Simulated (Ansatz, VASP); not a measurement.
# One calculation of GaSb, two programs

```xyz
2
Lattice="0.0000 3.1697 3.2557 3.2557 0.0000 3.2557 3.2557 3.1697 0.0000" Properties=species:S:1:pos:R:3 pbc="T T T"
Ga    0.0000    0.0000    0.0000
Sb    4.8835    4.7546    4.8835
```

Alike in both runs: task single point; functional PBE; k mesh 14 × 14 × 14; occupations gaussian, width 0.15 eV; no spin polarisation.

|  | VASP | Ansatz |
| --- | --- | --- |
| version | VASP 6.6.1 | Ansatz 0.2.0 |
| potentials or method | VASP PAW PBE potentials, release 64 (Ga_d, Sb), cutoff 520 eV | scalar-relativistic, plane waves, PAW |
| valence electrons in the cell | 18 | 28 |

|  | VASP | Ansatz | Ansatz less VASP |
| --- | --- | --- | --- |
| gap on the k mesh at the Fermi level (eV) | 0.11 | 0.11 | 0.000 |
| least direct gap on the mesh (eV) | 0.13 | 0.13 | 0.000 |
| pressure (GPa) | -3.8 | -3.8 | -0.04 |
| traceless stress, the component that is largest in VASP (GPa) | 0.64 | 0.64 | +0.001 |

VASP's potentials hold 18 valence electrons a cell and Ansatz's 28, so a difference there can come from the potentials and not from the codes.

Neither program's run includes spin-orbit coupling.
